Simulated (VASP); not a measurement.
# InP (eos) (F-43m) in VASP: a series of runs, part 2 of 2

VASP 6.6.1.

## Step 3: Single point, LDA (volume scaled by 0.91)

INCAR reads:

```
ALGO = Normal ; EDIFF = 1E-7
ENCUT = 520 ; GGA = CA
ISIF = 2 ; ISMEAR = 0
LASPH = T ; LCHARG = F
LREAL = F ; LWAVE = F
NBANDS = 16 ; NELM = 100
PREC = Accurate ; SIGMA = 0.02
```

KPOINTS reads:

```
k-points
0
Gamma
  10 10 10
```

POSCAR reads:

```
InP
1.0
    0.0000000000      2.8232720917      2.8232720917
    2.8232720917      0.0000000000      2.8232720917
    2.8232720917      2.8232720917      0.0000000000
In P
1 1
Direct
    0.0000000000      0.0000000000      0.0000000000
    0.7500000000      0.7500000000      0.7500000000
```

Potentials or basis: VASP PAW LDA potentials, release 64 (In_d, P).

The run is started by

```bash
cat potpaw_LDA.64/In_d/POTCAR potpaw_LDA.64/P/POTCAR > POTCAR
mpirun -np 1 vasp_std > vasp.out
```

OUTCAR:

```text
EDIFF = 1E-7
   ENCUT = 520
   GGA = CA
   ISIF = 2
   ISMEAR = 0
   LASPH = T
   LREAL = F
   NELM = 100
   PREC = Accurate

 ion  position               nearest neighbor table
   1  0.000  0.000  0.000-   2 2.45   2 2.45   2 2.45   2 2.45
   2  0.750  0.750  0.750-   1 2.45   1 2.45   1 2.45   1 2.45

  LATTYP: Found a face centered cubic cell.
 ALAT       =     5.6465441834

  Lattice vectors:

 A1 = (   0.0000000000,   2.8232720917,   2.8232720917)
 A2 = (   2.8232720917,   0.0000000000,   2.8232720917)
 A3 = (   2.8232720917,   2.8232720917,   0.0000000000)

Analysis of symmetry for initial positions (statically):
=====================================================================
 Subroutine PRICEL returns:
 Original cell was already a primitive cell.

 Routine SETGRP: Setting up the symmetry group for a
 face centered cubic supercell.

 Subroutine GETGRP returns: Found 24 space group operations
 (whereof 24 operations were pure point group operations)
 out of a pool of 48 trial point group operations.

The static configuration has the point symmetry T_d .

Analysis of symmetry for dynamics (positions and initial velocities):
[... 162 lines left out ...]
 val. band max:        6.3304236586   @ k =   0.0000   0.0000   0.0000
 cond. band min:       7.4393323146   @ k =   0.0000   0.0000   0.0000
 fundamental gap:      1.1089086560
 Fermi energy:         6.4387328274

 k-point     1 :       0.0000    0.0000    0.0000
  band No.  band energies     occupation
      1      -8.1515      2.00000
      2      -8.1515      2.00000
      3      -8.1515      2.00000
      4      -7.9315      2.00000
      5      -7.9315      2.00000
      6      -6.0492      2.00000
[... 433 lines left out ...]
      3      -8.0339      2.00000
      4      -7.9893      2.00000
      5      -7.8918      2.00000
      6      -4.0270      2.00000
[... 8 lines left out ...]
     15      17.0879      0.00000
     16      19.6158      0.00000

 [... further k-points ...]

------------------------ aborting loop because EDIFF is reached ----------------------------------------

  FORCE on cell =-STRESS in cart. coord.  units (eV):
  Direction    XX          YY          ZZ          XY          YZ          ZX
  --------------------------------------------------------------------------------------
  -------------------------------------------------------------------------------------
  Total        2.3483593      2.3483593      2.3483593      0.0000000      0.0000000     -0.0000000
  in kB       83.5962750     83.5962750     83.5962750      0.0000000      0.0000000     -0.0000000
  external PRESSURE =      83.5962750 kB  Pullay stress =       0.0000000 kB

 VOLUME and BASIS-vectors are now :
 -----------------------------------------------------------------------------
  energy-cutoff  :      520.00
  volume of cell :       45.01
      direct lattice vectors                 reciprocal lattice vectors
     0.000000000  2.823272092  2.823272092    -0.177099473  0.177099473  0.177099473
     2.823272092  0.000000000  2.823272092     0.177099473 -0.177099473  0.177099473
     2.823272092  2.823272092  0.000000000     0.177099473  0.177099473 -0.177099473

 POSITION                                       TOTAL-FORCE (eV/Angst)
 -----------------------------------------------------------------------------------
      0.00000      0.00000      0.00000        -0.000000     -0.000000     -0.000000
      4.23491      4.23491      4.23491         0.000000      0.000000      0.000000
 -----------------------------------------------------------------------------------
    total drift:                                0.000000      0.000000      0.000000

  FREE ENERGIE OF THE ION-ELECTRON SYSTEM (eV)
  ---------------------------------------------------
  free  energy   TOTEN  =        -9.5655004772 eV

  energy  without entropy=       -9.5655004772  energy(sigma->0) =       -9.56550048
```

OSZICAR:

```text
N       E                     dE             d eps       ncg     rms          rms(c)
DAV:   1     0.110684145301E+03    0.11068E+03   -0.85811E+03  1528   0.132E+03
DAV:   2    -0.270677380347E+01   -0.11339E+03   -0.10870E+03  1672   0.305E+02
DAV:   3    -0.987132109433E+01   -0.71645E+01   -0.71314E+01  2008   0.748E+01
DAV:   4    -0.100595594704E+02   -0.18824E+00   -0.18816E+00  1936   0.128E+01
DAV:   5    -0.100682707533E+02   -0.87113E-02   -0.87111E-02  2224   0.234E+00    0.701E+00
DAV:   6    -0.962718279505E+01    0.44109E+00   -0.60857E-01  2392   0.143E+01    0.413E+00
DAV:   7    -0.957105571751E+01    0.56127E-01   -0.17818E-01  2248   0.384E+00    0.128E+00
DAV:   8    -0.956576839202E+01    0.52873E-02   -0.18079E-02  1824   0.159E+00    0.543E-01
DAV:   9    -0.956549261752E+01    0.27577E-03   -0.12321E-03  2064   0.335E-01    0.261E-01
DAV:  10    -0.956550660767E+01   -0.13990E-04   -0.22580E-04  2280   0.274E-01    0.126E-01
DAV:  11    -0.956550340685E+01    0.32008E-05   -0.65279E-05  2368   0.131E-01    0.728E-02
DAV:  12    -0.956550045183E+01    0.29550E-05   -0.72518E-06  1800   0.190E-02    0.146E-02
DAV:  13    -0.956550047718E+01   -0.25353E-07   -0.74099E-07  2016   0.506E-03
   1 F= -.95655005E+01 E0= -.95655005E+01  d E =-.620714E-17
```

Run time: 51 s. Hardware: 1 thread of Intel Xeon 8259CL, shared host; peak memory 0.17 GiB.

Results:

```yaml
Free_energy: -9.5655 eV
Pressure: 8.4 GPa
Band_gap_on_the_k_mesh: 1.11 eV, direct
```

Caveat: spin-orbit coupling is left out, which moves the levels of the heavy elements. A k mesh can miss the band edges.

## Step 4: Single point, LDA (volume scaled by 0.94)

INCAR reads:

```
SYSTEM = InP
PREC = Accurate ; ENCUT = 520
EDIFF = 1E-6 ; ISMEAR = 0
SIGMA = 0.02 ; LREAL = .False.
LASPH = .True. ; NELM = 80
ALGO = Normal ; ISIF = 2
LWAVE = .False. ; LCHARG = .False.
NBANDS = 16
```

KPOINTS reads:

```
regular mesh
0
Gamma
  10 10 10
  0 0 0
```

POSCAR reads:

```
InP
1.0
    0.0000000000      2.8539622362      2.8539622362
    2.8539622362      0.0000000000      2.8539622362
    2.8539622362      2.8539622362      0.0000000000
In P
1 1
Direct
    0.0000000000      0.0000000000      0.0000000000
    0.7500000000      0.7500000000      0.7500000000
```

Potentials or basis: VASP PAW LDA potentials, release 64 (In_d, P).

The run is started by

```bash
cat potpaw_LDA.64/In_d/POTCAR potpaw_LDA.64/P/POTCAR > POTCAR
mpirun -np 1 vasp_std > vasp.out
```

OUTCAR:

```text
SYSTEM = InP
   PREC = Accurate
   ENCUT = 520
   EDIFF = 1E-6
   ISMEAR = 0
   LREAL = .False.
   LASPH = .True.
   NELM = 80
   ISIF = 2

 ion  position               nearest neighbor table
   1  0.000  0.000  0.000-   2 2.47   2 2.47   2 2.47   2 2.47
   2  0.750  0.750  0.750-   1 2.47   1 2.47   1 2.47   1 2.47

  LATTYP: Found a face centered cubic cell.
 ALAT       =     5.7079244724

  Lattice vectors:

 A1 = (   0.0000000000,   2.8539622362,   2.8539622362)
 A2 = (   2.8539622362,   0.0000000000,   2.8539622362)
 A3 = (   2.8539622362,   2.8539622362,   0.0000000000)

Analysis of symmetry for initial positions (statically):
=====================================================================
 Subroutine PRICEL returns:
 Original cell was already a primitive cell.

 Routine SETGRP: Setting up the symmetry group for a
 face centered cubic supercell.

 Subroutine GETGRP returns: Found 24 space group operations
 (whereof 24 operations were pure point group operations)
 out of a pool of 48 trial point group operations.

The static configuration has the point symmetry T_d .

Analysis of symmetry for dynamics (positions and initial velocities):
=====================================================================
 Subroutine PRICEL returns:
 Original cell was already a primitive cell.

 Routine SETGRP: Setting up the symmetry group for a
 face centered cubic supercell.

 Subroutine GETGRP returns: Found 24 space group operations
 (whereof 24 operations were pure point group operations)
 out of a pool of 48 trial point group operations.

The dynamic configuration has the point symmetry T_d .

 Subroutine INISYM returns: Found 24 space group operations
 (whereof 24 operations are pure point group operations),
 and found     1 'primitive' translations

----------------------------------------------------------------------------------------

                                     Primitive cell

  volume of cell :      46.4916

[... 109 lines left out ...]
  volume/ion in A,a.u.               =      23.25       156.87
  Fermi-wavevector in a.u.,A,eV,Ry     =   1.193184  2.254791 19.370454  1.423688
  Thomas-Fermi vector in A             =   2.329204
   LORBIT       =      0    0 simple, 1 ext, 2 COOP (PROOUT), +10 PAW based schemes
   GGA     = CA    functional components
   LHFCALC =     F    Hartree Fock is set to
   AEXX    =    0.0000 exact exchange contribution
   IVDW    =     0    specifies the selected vdW correction
   LEPSILON=     F    determine dielectric tensor
   LRPA    =     F    only Hartree local field effects (RPA)
 non-spin polarized calculation
 Gauss-broadening in eV      SIGMA  =   0.02
  energy-cutoff  :      520.00
  volume of cell :       46.49
 maximum number of plane-waves:      1271
   NGX = 15   NGY = 15   NGZ = 15

 number of electron      17.9999992 magnetization

 Free energy of the ion-electron system (eV)
  ---------------------------------------------------
  ext. energy  EPLUGINS =         0.00000000
  ---------------------------------------------------
  free energy    TOTEN  =        -9.62811557 eV

  energy without entropy =       -9.62811557  energy(sigma->0) =       -9.62811557

 E-fermi :   6.0105     XC(G=0):  -9.9575

 val. band max:        5.9284045291   @ k =   0.0000   0.0000   0.0000
 cond. band min:       6.8665269070   @ k =   0.0000   0.0000   0.0000
 fundamental gap:      0.9381223779
 Fermi energy:         6.0105263420

 k-point     1 :       0.0000    0.0000    0.0000
  band No.  band energies     occupation
      1      -8.4546      2.00000
      2      -8.4546      2.00000
      3      -8.4546      2.00000
      4      -8.2553      2.00000
      5      -8.2553      2.00000
      6      -6.1956      2.00000
[... 433 lines left out ...]
      3      -8.3489      2.00000
      4      -8.3060      2.00000
      5      -8.2198      2.00000
      6      -4.2723      2.00000
[... 8 lines left out ...]
     15      16.6479      0.00000
     16      19.0203      0.00000

 [... further k-points ...]

------------------------ aborting loop because EDIFF is reached ----------------------------------------

  FORCE on cell =-STRESS in cart. coord.  units (eV):
  Direction    XX          YY          ZZ          XY          YZ          ZX
  --------------------------------------------------------------------------------------
  -------------------------------------------------------------------------------------
  Total        1.4802812      1.4802812      1.4802812     -0.0000000      0.0000000      0.0000000
  in kB       51.0129147     51.0129147     51.0129147     -0.0000000      0.0000000      0.0000000
  external PRESSURE =      51.0129147 kB  Pullay stress =       0.0000000 kB

 VOLUME and BASIS-vectors are now :
 -----------------------------------------------------------------------------
  energy-cutoff  :      520.00
  volume of cell :       46.49
      direct lattice vectors                 reciprocal lattice vectors
     0.000000000  2.853962236  2.853962236    -0.175195030  0.175195030  0.175195030
     2.853962236  0.000000000  2.853962236     0.175195030 -0.175195030  0.175195030
     2.853962236  2.853962236  0.000000000     0.175195030  0.175195030 -0.175195030

 POSITION                                       TOTAL-FORCE (eV/Angst)
 -----------------------------------------------------------------------------------
      0.00000      0.00000      0.00000        -0.000000     -0.000000     -0.000000
      4.28094      4.28094      4.28094         0.000000      0.000000      0.000000
 -----------------------------------------------------------------------------------
    total drift:                                0.000000      0.000000      0.000000

  FREE ENERGIE OF THE ION-ELECTRON SYSTEM (eV)
  ---------------------------------------------------
  free  energy   TOTEN  =        -9.6281155654 eV

  energy  without entropy=       -9.6281155654  energy(sigma->0) =       -9.62811557
```

Wall time 42 s (1 thread of Intel Xeon 8259CL, shared host); peak memory 0.17 GiB.

Results:

```yaml
Free_energy: -9.6281 eV
Pressure: 5.1 GPa
Band_gap_on_the_k_mesh: 0.94 eV, direct
```

Caveat: spin-orbit coupling is left out, which moves the levels of the heavy elements.

## Step 5: The runs side by side

```csv
cell,k mesh,smearing,gap on the mesh (eV),pressure (GPa)
"a = 4.175 Å, angles 60.0°, 2 atoms",6 × 6 × 6,gaussian 0.1 eV,0.39,-2.6
"a = 3.993 Å, angles 60.0°, 2 atoms",10 × 10 × 10,gaussian 0.02 eV,1.11,8.4
"a = 4.036 Å, angles 60.0°, 2 atoms",10 × 10 × 10,gaussian 0.02 eV,0.94,5.1
```

Alike in all rows: task single point; level LDA; potentials or basis VASP PAW LDA potentials, release 64 (In_d, P); no spin polarisation; cutoff (eV) 520.

Caveats: spin-orbit coupling is left out, which moves the levels of the heavy elements.

Total energies depend on the potentials used, so only differences within one code and one set of settings carry meaning.
